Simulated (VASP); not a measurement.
# Ag (Im-3m) in VASP: a series of runs, part 2 of 2

VASP 6.6.1. Earlier steps stand in the parts before.

## (4) Single point, PBE

This run uses another cell than the first one, of 18.15 Å³/atom, 1.058 times its volume.

The input, INCAR:

```
PREC = Accurate ; ENCUT = 520
EDIFF = 1E-7 ; ISMEAR = 0
SIGMA = 0.014 ; LREAL = False
LASPH = True ; NELM = 100
ALGO = Normal ; ISIF = 2
LWAVE = False ; LCHARG = False
GGA = PE ; NBANDS = 12
```

The input, KPOINTS:

```
Automatic mesh
0
Gamma
  11 11 11
```

The input, POSCAR:

```
Ag
1.0
   -1.6556540000      1.6556540000      1.6556540000
    1.6556540000     -1.6556540000      1.6556540000
    1.6556540000      1.6556540000     -1.6556540000
Ag
1
Direct
    0.0000000000      0.0000000000      0.0000000000
```

Potentials or basis: VASP PAW PBE potentials, release 64 (Ag).

On the command line:

```
$ cat potpaw_PBE.64/Ag/POTCAR > POTCAR
$ mpirun -np 1 vasp_std > vasp.out
```

OUTCAR:

```text
PREC = Accurate
   ENCUT = 520
   EDIFF = 1E-7
   ISMEAR = 0
   LREAL = False
   LASPH = True
   NELM = 100
   ISIF = 2
   GGA = PE

 ion  position               nearest neighbor table
   1  0.000  0.000  0.000-

  LATTYP: Found a body centered cubic cell.
 ALAT       =     3.3113080000

  Lattice vectors:

 A1 = (  -1.6556540000,   1.6556540000,   1.6556540000)
 A2 = (   1.6556540000,  -1.6556540000,   1.6556540000)
 A3 = (   1.6556540000,   1.6556540000,  -1.6556540000)

[... 529 lines left out ...]
      3       3.5546      2.00000
      4       4.1392      2.00000
      5       4.2459      2.00000
      6      10.2927      0.00000
      7      11.7615      0.00000
      8      16.1471      0.00000
      9      18.6395      0.00000
     10      29.6147      0.00000
     11      32.1084      0.00000
     12      33.4971      0.00000

 [... further k-points ...]
[... 5 lines left out ...]
  --------------------------------------------------------------------------------------
  -------------------------------------------------------------------------------------
  Total       -0.1013872     -0.1013872     -0.1013872     -0.0000000      0.0000000     -0.0000000
  in kB       -8.9479820     -8.9479820     -8.9479820     -0.0000000      0.0000000     -0.0000000
  external PRESSURE =      -8.9479820 kB  Pullay stress =       0.0000000 kB

 VOLUME and BASIS-vectors are now :
 -----------------------------------------------------------------------------
  energy-cutoff  :      520.00
  volume of cell :       18.15
      direct lattice vectors                 reciprocal lattice vectors
    -1.655654000  1.655654000  1.655654000     0.000000000  0.301995465  0.301995465
     1.655654000 -1.655654000  1.655654000     0.301995465  0.000000000  0.301995465
     1.655654000  1.655654000 -1.655654000     0.301995465  0.301995465  0.000000000

 POSITION                                       TOTAL-FORCE (eV/Angst)
 -----------------------------------------------------------------------------------
      0.00000      0.00000      0.00000        -0.000000      0.000000      0.000000
 -----------------------------------------------------------------------------------
    total drift:                                0.000000      0.000000     -0.000000

  FREE ENERGIE OF THE ION-ELECTRON SYSTEM (eV)
  ---------------------------------------------------
  free  energy   TOTEN  =        -2.6931526662 eV

  energy  without entropy=       -2.6928702467  energy(sigma->0) =       -2.69301146
```

OSZICAR:

```text
N       E                     dE             d eps       ncg     rms          rms(c)
DAV:   1     0.536573369721E+02    0.53657E+02   -0.54221E+03  1352   0.825E+02
DAV:   2    -0.206124628229E+01   -0.55719E+02   -0.52929E+02  1536   0.195E+02
DAV:   3    -0.292030331963E+01   -0.85906E+00   -0.85850E+00  1556   0.254E+01
DAV:   4    -0.292294299053E+01   -0.26397E-02   -0.26396E-02  1520   0.148E+00
DAV:   5    -0.292296473227E+01   -0.21742E-04   -0.21741E-04  1528   0.120E-01    0.442E+00
DAV:   6    -0.270151928656E+01    0.22145E+00   -0.90987E-01  1472   0.843E+00    0.296E+00
DAV:   7    -0.269547931669E+01    0.60400E-02   -0.71039E-03  1504   0.802E-01    0.170E+00
DAV:   8    -0.269313884251E+01    0.23405E-02   -0.73035E-04  1504   0.214E-01    0.740E-02
DAV:   9    -0.269314745081E+01   -0.86083E-05   -0.98217E-06  1476   0.248E-02    0.221E-02
DAV:  10    -0.269315303176E+01   -0.55810E-05   -0.46135E-06  1528   0.206E-02    0.382E-03
DAV:  11    -0.269315272457E+01    0.30720E-06   -0.89932E-08  1184   0.252E-03    0.733E-04
DAV:  12    -0.269315266619E+01    0.58371E-07   -0.67955E-09   792   0.709E-04
   1 F= -.26931527E+01 E0= -.26930115E+01  d E =-.282419E-03
```

stdout:

```text
POSCAR found type information on POSCAR Ag
 POSCAR found :  1 types and       1 ions
 scaLAPACK will be used
 LDA part: xc-table for (Slater+PW92), standard interpolation
 POSCAR, INCAR and KPOINTS ok, starting setup
 FFT: planning ... GRIDC
 FFT: planning ... GRID_SOFT
 FFT: planning ... GRID
 WAVECAR not read
 entering main loop
```

It took 21 s on 1 thread of Intel Xeon 8259CL, shared host; peak memory 0.14 GiB.

What came out:

* Free energy: -2.6932 eV
* Pressure: -0.9 GPa

Levels at points of the mesh, in eV from the Fermi level:
| k point | band 4 | band 5 | band 6 | band 7 | band 8 | band 9 |
| --- | --- | --- | --- | --- | --- | --- |
| (0.00, 0.00, 0.00) | -4.66 | -3.46 | -3.46 | 17.79 | 17.79 | 17.79 |

## (5) Single point, PBE

This run uses another cell than the first one, of 18.15 Å³/atom, 1.058 times its volume.

The input, INCAR:

```
PREC = Accurate
ENCUT = 520
EDIFF = 1E-6
ISMEAR = 0
SIGMA = 0.015
LREAL = F
LASPH = T
NELM = 80
ALGO = Normal
ISIF = 2
LWAVE = F
LCHARG = T
GGA = PE
LELF = T
LVHAR = T
NBANDS = 12
```

KPOINTS is that of step 4.

POSCAR is that of step 4.

On the command line:

```
$ cat potpaw_PBE.64/Ag/POTCAR > POTCAR
$ mpirun -np 1 vasp_std > vasp.out
```

Wall time 20 s (1 thread of Intel Xeon 8259CL, shared host); peak memory 0.14 GiB.

Results (log left out):

| Quantity | Value |
| --- | --- |
| Free energy | -2.6932 eV |
| Pressure | -0.9 GPa |

Levels at points of the mesh, in eV from the Fermi level:
| k point | band 3 | band 4 | band 5 | band 6 | band 7 | band 8 | band 9 | band 10 |
| --- | --- | --- | --- | --- | --- | --- | --- | --- |
| (0.00, 0.00, 0.00) | -4.66 | -4.66 | -3.46 | -3.46 | 17.79 | 17.79 | 17.79 | 23.15 |

## (6) Single point, PBE

This run uses another cell than the first one, of 18.15 Å³/atom, 1.058 times its volume.

The input, INCAR:

```
SYSTEM = Ag
PREC = Accurate
ENCUT = 520
EDIFF = 1E-7
ISMEAR = 0
SIGMA = 0.016
LREAL = .False.
LASPH = .True.
NELM = 60
ALGO = Fast
ISIF = 2
LWAVE = .False.
LCHARG = .False.
GGA = PE
NBANDS = 12
```

The input, KPOINTS:

```
Automatic mesh
0
Gamma
  11 11 11
  0 0 0
```

POSCAR is that of step 5.

Potentials or basis: VASP PAW PBE potentials, release 64 (Ag).

On the command line:

```
$ cat potpaw_PBE.64/Ag/POTCAR > POTCAR
$ mpirun -np 1 vasp_std > vasp.out
```

Wall time 23 s (1 thread of Intel Xeon 8259CL, shared host); peak memory 0.14 GiB.

Results (log left out):

```
Free energy : -2.6932 eV
Pressure    : -0.9 GPa
```

Levels at points of the mesh, in eV from the Fermi level:
| k point | band 4 | band 5 | band 6 | band 7 | band 8 | band 9 |
| --- | --- | --- | --- | --- | --- | --- |
| (0.00, 0.00, 0.00) | -4.66 | -3.46 | -3.46 | 17.79 | 17.79 | 17.79 |

## (7) Summary

```csv
level,cell,smearing,gap on the mesh (eV),pressure (GPa)
PBE+D4,"a = 2.814 Å, angles 109.5°, 1 atom",fermi-dirac 0.05 eV,none,-0.2
RPBE+D4,"a = 2.811 Å, angles 109.5°, 1 atom",fermi-dirac 0.05 eV,none,-0.2
PBE,"a = 2.868 Å, angles 109.5°, 1 atom",gaussian 0.014 eV,none,-0.9
PBE,"a = 2.868 Å, angles 109.5°, 1 atom",gaussian 0.015 eV,none,-0.9
PBE,"a = 2.868 Å, angles 109.5°, 1 atom",gaussian 0.016 eV,none,-0.9
```

Alike in all rows: task single point; potentials or basis VASP PAW PBE potentials, release 64 (Ag); no spin polarisation; k mesh 11 × 11 × 11; cutoff (eV) 520.

Caveats: pairwise dispersion overbinds metals, which lowers pressure and volume (some runs); the PAW data sets were made with another functional, which shifts forces and pressure a little (some runs).

Total energies depend on the potentials used, so only differences within one code and one set of settings carry meaning.
